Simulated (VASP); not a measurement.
# SnO2 (I4_1/amd) in VASP: further runs, part 2 of 2

VASP 6.6.1.

### 3 Single point, PBE (volume changed by +6%)

INCAR

```
SYSTEM = SnO2
ALGO = Normal ; EDIFF = 1E-6
ENCUT = 520 ; GGA = PE
ISIF = 2 ; ISMEAR = 0
LASPH = .True. ; LCHARG = .False.
LREAL = .False. ; LWAVE = .False.
NBANDS = 35 ; NELM = 80
PREC = Accurate ; SIGMA = 0.01
```

KPOINTS

```
k-points
0
Gamma
  8 8 8
  0 0 0
```

POSCAR

```
SnO2
1.0
   -2.0658651443      2.0658651443      5.2830257533
    2.0658651443     -2.0658651443      5.2830257533
    2.0658651443      2.0658651443     -5.2830257533
Sn O
2 4
Direct
    0.7500000000      0.2500000000      0.5000000000
    0.0000000000      0.0000000000      0.0000000000
    0.7975941560      0.7975941560      0.0000000000
    0.9524058440      0.4524058440      0.5000000000
    0.2024058440      0.2024058440      0.0000000000
    0.5475941560      0.0475941560      0.5000000000
```

Potentials or basis: VASP PAW PBE potentials, release 64 (Sn_d, O).

The run is started by

```sh
$ cat potpaw_PBE.64/Sn_d/POTCAR potpaw_PBE.64/O/POTCAR > POTCAR
$ mpirun -np 1 vasp_std > vasp.out
```

OUTCAR:

```text
SYSTEM = SnO2
   EDIFF = 1E-6
   ENCUT = 520
   GGA = PE
   ISIF = 2
   ISMEAR = 0
   LASPH = .True.
   LREAL = .False.
   NELM = 80
   PREC = Accurate

 ion  position               nearest neighbor table
   1  0.750  0.250  0.500-   3 2.13   5 2.13   3 2.13   5 2.13   4 2.14   6 2.14   2 3.35   2 3.35
                             2 3.35   2 3.35
   2  0.000  0.000  0.000-   6 2.13   4 2.13   6 2.13   4 2.13   3 2.14   5 2.14   1 3.35   1 3.35
                             1 3.35   1 3.35
   3  0.798  0.798  0.000-   1 2.13   1 2.13   2 2.14
   4  0.952  0.452  0.500-   2 2.13   2 2.13   1 2.14
   5  0.202  0.202  0.000-   1 2.13   1 2.13   2 2.14
   6  0.548  0.048  0.500-   2 2.13   2 2.13   1 2.14

  LATTYP: Found a body centered tetragonal cell.
 ALAT       =     4.1317302886
 C/A-ratio  =     2.5572945881

  Lattice vectors:

 A1 = (  -2.0658651443,   2.0658651443,   5.2830257533)
 A2 = (   2.0658651443,  -2.0658651443,   5.2830257533)
 A3 = (   2.0658651443,   2.0658651443,  -5.2830257533)

Analysis of symmetry for initial positions (statically):
=====================================================================
 Subroutine PRICEL returns:
 Original cell was already a primitive cell.

 Routine SETGRP: Setting up the symmetry group for a
 body centered tetragonal supercell.

 Subroutine GETGRP returns: Found 16 space group operations
 (whereof  8 operations were pure point group operations)
 out of a pool of 16 trial point group operations.

The static configuration has the point symmetry D_2d.
 The point group associated with its full space group is D_4h.

Analysis of symmetry for dynamics (positions and initial velocities):
=====================================================================
 Subroutine PRICEL returns:
 Original cell was already a primitive cell.

 Routine SETGRP: Setting up the symmetry group for a
 body centered tetragonal supercell.

 Subroutine GETGRP returns: Found 16 space group operations
 (whereof  8 operations were pure point group operations)
 out of a pool of 16 trial point group operations.

The dynamic configuration has the point symmetry D_2d.
 The point group associated with its full space group is D_4h.

 Subroutine INISYM returns: Found 16 space group operations
 (whereof  8 operations are pure point group operations),
 and found     1 'primitive' translations

----------------------------------------------------------------------------------------

                                     Primitive cell

  volume of cell :      90.1876

  direct lattice vectors                    reciprocal lattice vectors
    -2.065865144  2.065865144  5.283025753     0.000000000  0.242029351  0.094642734
     2.065865144 -2.065865144  5.283025753     0.242029351  0.000000000  0.094642734
     2.065865144  2.065865144 -5.283025753     0.242029351  0.242029351  0.000000000

  length of vectors
     6.037048840  6.037048840  6.037048840     0.259875843  0.259875843  0.342281191

  position of ions in fractional coordinates (direct lattice)
     0.750000000  0.250000000  0.500000000
     0.000000000  0.000000000  0.000000000
     0.797594156  0.797594156  0.000000000
     0.952405844  0.452405844  0.500000000
     0.202405844  0.202405844  0.000000000
[... 33 lines left out ...]
 ===========================================

 Found     59 irreducible k-points:

 Following reciprocal coordinates:
            Coordinates               Weight
  0.000000  0.000000  0.000000      1.000000
  0.125000  0.000000  0.000000      8.000000
  0.250000  0.000000  0.000000      8.000000
  0.375000  0.000000  0.000000      8.000000
  0.500000  0.000000  0.000000      4.000000
  0.125000  0.125000  0.000000      8.000000
[... 16 lines left out ...]
  0.250000  0.125000  0.125000     16.000000
  0.375000  0.125000  0.125000      8.000000
 [... further k-points ...]
   k-points           NKPTS =     59   k-points in BZ     NKDIM =     59   number of bands    NBANDS=     35
   number of dos      NEDOS =    301   number of ions     NIONS =      6
   total plane-waves  NPLWV = 110592
   dimension x,y,z NGX =    48 NGY =   48 NGZ =   48
   dimension x,y,z NGXF=    96 NGYF=   96 NGZF=   96
   ions per type =               2   4
   NGX,Y,Z   is equivalent  to a cutoff of  13.22, 13.22, 13.22 a.u.
   NGXF,Y,Z  is equivalent  to a cutoff of  26.44, 26.44, 26.44 a.u.
 SYSTEM =  SnO2
   PREC   = accura    normal or accurate (medium, high low for compatibility)
   ISTART =      0    job   : 0-new  1-cont  2-samecut
   ICHARG =      2    charge: 1-file 2-atom 10-const
   ISPIN  =      1    spin polarized calculation?
   LNONCOLLINEAR =      F non collinear calculations
   LSORBIT =      F    spin-orbit coupling
   LASPH  =      T    aspherical Exc in radial PAW
   ENCUT  =  520.0 eV  38.22 Ry    6.18 a.u.  11.22 11.22 11.22*2*pi/ulx,y,z
   NELM   =     80;   NELMIN=  2; NELMDL= -5     # of ELM steps
   EDIFF  = 0.1E-05   stopping-criterion for ELM
   LREAL  =      F    real-space projection
   EDIFFG = 0.1E-04   stopping-criterion for IOM
   NSW    =      0    number of steps for IOM
   IBRION =     -1    ionic relax: 0-MD 1-quasi-New 2-CG
   NFREE  =      0    steps in history (QN), initial steepest desc. (CG)
   ISIF   =      2    stress and relaxation
   ISYM   =      2    0-nonsym 1-usesym 2-fastsym
   POTIM  = 0.5000    time-step for ionic-motion
   TEBEG  =    0.0;   TEEND  =   0.0 temperature during run
   PSTRESS=    0.0 pullay stress
   NELECT =      52.0000    total number of electrons
   NUPDOWN=      -1.0000    fix difference up-down
   EMIN   =  10.00;   EMAX   =-10.00  energy-range for DOS
   EFERMI =   0.00;   METHOD = LEGACY
   ISMEAR =     0;   SIGMA  =   0.01  broadening in eV -4-tet -1-fermi 0-gaus
   EFERMI_NEDOS =   21; number of points for ismear=-14 and -15
   IALGO  =     38    algorithm
   IMIX   =      4    mixing-type and parameters
     AMIX     =   0.40;   BMIX     =  1.00
     AMIX_MAG =   1.60;   BMIX_MAG =  1.00
  volume/ion in A,a.u.               =      15.03       101.44
  Fermi-wavevector in a.u.,A,eV,Ry     =   1.362575  2.574893 25.260719  1.856610
  Thomas-Fermi vector in A             =   2.489053
   LORBIT       =      0    0 simple, 1 ext, 2 COOP (PROOUT), +10 PAW based schemes
   GGA     = PE    functional components
   LHFCALC =     F    Hartree Fock is set to
   AEXX    =    0.0000 exact exchange contribution
   IVDW    =     0    specifies the selected vdW correction
   LEPSILON=     F    determine dielectric tensor
   LRPA    =     F    only Hartree local field effects (RPA)
 non-spin polarized calculation
 Gauss-broadening in eV      SIGMA  =   0.01
  energy-cutoff  :      520.00
  volume of cell :       90.19
 maximum number of plane-waves:      2448
 NGX is ok and might be reduce to    48
   NGX = 23   NGY = 23   NGZ = 23

 number of electron      52.0000001 magnetization

 Free energy of the ion-electron system (eV)
  ---------------------------------------------------
  ext. energy  EPLUGINS =         0.00000000
  ---------------------------------------------------
  free energy    TOTEN  =       -36.85673952 eV

  energy without entropy =      -36.85673952  energy(sigma->0) =      -36.85673952

 E-fermi :   3.1953     XC(G=0):  -9.8187

 val. band max:        3.1394873927   @ k =  -0.3750   0.3750   0.0000
 cond. band min:       3.8894125371   @ k =   0.0000   0.0000   0.0000
 fundamental gap:      0.7499251443
 Fermi energy:         3.1953132381

 k-point     1 :       0.0000    0.0000    0.0000
  band No.  band energies     occupation
      1     -17.2538      2.00000
      2     -17.2339      2.00000
      3     -17.1524      2.00000
      4     -16.7587      2.00000
      5     -16.7094      2.00000
      6     -16.7094      2.00000
[... 901 lines left out ...]
     34      13.8989      0.00000
     35      15.2503      0.00000

 [... further k-points ...]
[... 5 lines left out ...]
  --------------------------------------------------------------------------------------
  -------------------------------------------------------------------------------------
  Total       -3.9130634     -3.9130634     -4.8995890      0.0000000      0.0000000      0.0000000
  in kB      -69.5153662    -69.5153662    -87.0409404      0.0000000      0.0000000      0.0000000
  external PRESSURE =     -75.3572242 kB  Pullay stress =       0.0000000 kB

 VOLUME and BASIS-vectors are now :
 -----------------------------------------------------------------------------
  energy-cutoff  :      520.00
  volume of cell :       90.19
      direct lattice vectors                 reciprocal lattice vectors
    -2.065865144  2.065865144  5.283025753     0.000000000  0.242029351  0.094642734
     2.065865144 -2.065865144  5.283025753     0.242029351  0.000000000  0.094642734
     2.065865144  2.065865144 -5.283025753     0.242029351  0.242029351  0.000000000

 POSITION                                       TOTAL-FORCE (eV/Angst)
 -----------------------------------------------------------------------------------
      0.00000      2.06587      2.64151        -0.000000     -0.000000      0.000000
      0.00000      0.00000      0.00000        -0.000000     -0.000000      0.000000
      0.00000      0.00000      8.42742         0.000000     -0.000000      0.289119
      0.00000      2.06587      4.78014        -0.000000      0.000000     -0.289119
      0.00000      0.00000      2.13863         0.000000     -0.000000     -0.289119
      0.00000      2.06587      0.50288        -0.000000      0.000000      0.289119
 -----------------------------------------------------------------------------------
    total drift:                                0.000000      0.000000     -0.000000

  FREE ENERGIE OF THE ION-ELECTRON SYSTEM (eV)
  ---------------------------------------------------
  free  energy   TOTEN  =       -36.8567395189 eV

  energy  without entropy=      -36.8567395189  energy(sigma->0) =      -36.85673952
```

OSZICAR:

```text
N       E                     dE             d eps       ncg     rms          rms(c)
DAV:   1     0.641807359649E+03    0.64181E+03   -0.25666E+04  4529   0.217E+03
DAV:   2     0.642517859309E+02   -0.57756E+03   -0.54514E+03  4514   0.604E+02
DAV:   3    -0.373561315478E+02   -0.10161E+03   -0.99647E+02  4519   0.209E+02
DAV:   4    -0.429474786725E+02   -0.55913E+01   -0.55457E+01  5155   0.544E+01
DAV:   5    -0.430991381992E+02   -0.15166E+00   -0.15140E+00  4948   0.939E+00    0.154E+01
DAV:   6    -0.367916741144E+02    0.63075E+01   -0.19016E+01  6521   0.681E+01    0.587E+00
DAV:   7    -0.368883960002E+02   -0.96722E-01   -0.22499E+00  4449   0.835E+00    0.319E+00
DAV:   8    -0.368668995711E+02    0.21496E-01   -0.26562E-01  5991   0.406E+00    0.802E-01
DAV:   9    -0.368552346253E+02    0.11665E-01   -0.52009E-02  6621   0.297E+00    0.149E-01
DAV:  10    -0.368567527105E+02   -0.15181E-02   -0.60001E-03  5665   0.871E-01    0.809E-02
DAV:  11    -0.368567290027E+02    0.23708E-04   -0.70569E-04  6613   0.293E-01    0.268E-02
DAV:  12    -0.368567425921E+02   -0.13589E-04   -0.70136E-05  4594   0.515E-02    0.203E-02
DAV:  13    -0.368567391055E+02    0.34866E-05   -0.17364E-05  5331   0.340E-02    0.283E-03
DAV:  14    -0.368567395189E+02   -0.41341E-06   -0.11252E-06  3262   0.866E-03
   1 F= -.36856740E+02 E0= -.36856740E+02  d E =-.128633E-17
```

stdout:

```text
POSCAR found type information on POSCAR SnO
 POSCAR found :  2 types and       6 ions
 scaLAPACK will be used
 LDA part: xc-table for (Slater+PW92), standard interpolation
 POSCAR, INCAR and KPOINTS ok, starting setup
 FFT: planning ... GRIDC
 FFT: planning ... GRID_SOFT
 FFT: planning ... GRID
 WAVECAR not read
 entering main loop
```

Run time: 3.3 min. Hardware: 1 thread of Intel Xeon 6975P-C (Granite Rapids), shared host; peak memory 0.39 GiB.

Results:

```yaml
Free_energy: -36.8567 eV
Pressure: -7.5 GPa
Largest_force: 0.289 eV/Å
Band_gap_on_the_k_mesh: 0.75 eV, indirect (least direct gap 1.05 eV)
```

Forces on the atoms (eV/Å):
```
Sn   0.000  0.000  0.000
Sn   0.000  0.000  0.000
O    0.000  0.000  0.289
O    0.000  0.000 -0.289
O    0.000  0.000 -0.289
O    0.000  0.000  0.289
```

Caveat: spin-orbit coupling is left out, which moves the levels of the heavy elements. A k mesh can miss the band edges.
